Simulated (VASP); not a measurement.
Wanted: the native input for a VASP 6.6.1 run.

```
Task                   : single point
Functional             : PBE
Potentials or basis    : VASP PAW PBE potentials, release 64 (Nb_sv, In_d, Se)
Cutoff                 : 520 eV
k mesh                 : 4 × 4 × 4
Occupations            : gaussian, width 0.1 eV
Spin                   : no spin polarisation
Dipole correction      : no
Further INCAR settings : ALGO = Normal; EDIFF = 1e-06; NBANDS = 34
```

The structure of NbInSe4 lies in POSCAR:

```
NbInSe4
1.0
    0.0000000000      4.1682059900      4.1682059900
    4.1682059900      0.0000000000      4.1682059900
    4.1682059900      4.1682059900      0.0000000000
Nb In Se
1 1 4
Direct
    0.5000000000      0.5000000000      0.5000000000
    0.2500000000      0.2500000000      0.2500000000
    0.8761717800      0.3714846700      0.8761717800
    0.8761717800      0.8761717800      0.3714846700
    0.8761717800      0.8761717800      0.8761717800
    0.3714846700      0.8761717800      0.8761717800
```

These files were run (other wordings do the same):

INCAR

```
PREC     = Accurate       # precision mode
ENCUT    = 520            # plane-wave cutoff, eV
EDIFF    = 1E-6           # SCF threshold, eV
ISMEAR   = 0              # smearing method
SIGMA    = 0.1            # smearing width, eV
LREAL    = F              # projectors in reciprocal space
LASPH    = T              # aspherical terms in the spheres
NELM     = 60             # most SCF steps
ALGO     = Normal         # electronic algorithm
ISIF     = 2              # what is computed and relaxed
LWAVE    = F              # write WAVECAR
LCHARG   = F              # write CHGCAR
GGA      = PE             # functional
NBANDS   = 34             # bands
```

KPOINTS

```
regular mesh
0
Gamma
  4 4 4
```

Potentials or basis: VASP PAW PBE potentials, release 64 (Nb_sv, In_d, Se).

Run with:

```bash
$ cat potpaw_PBE.64/Nb_sv/POTCAR potpaw_PBE.64/In_d/POTCAR potpaw_PBE.64/Se/POTCAR > POTCAR
$ mpirun -np 1 vasp_std > vasp.out
```

It gave:

```json
{"Pressure": "-4.9 GPa", "Largest force": "0.281 eV/Å", "Band gap on the k mesh": "zero (band 25 reaches 6.59 eV, above the bottom of band 26 at 5.54 eV)"}
```

Caveat: spin-orbit coupling is left out, which moves the levels of the heavy elements.

Wall time 50 s on 1 thread of Intel(R) Xeon(R) 6975P-C (Granite Rapids) (shared host), peak memory 0.33 GiB.
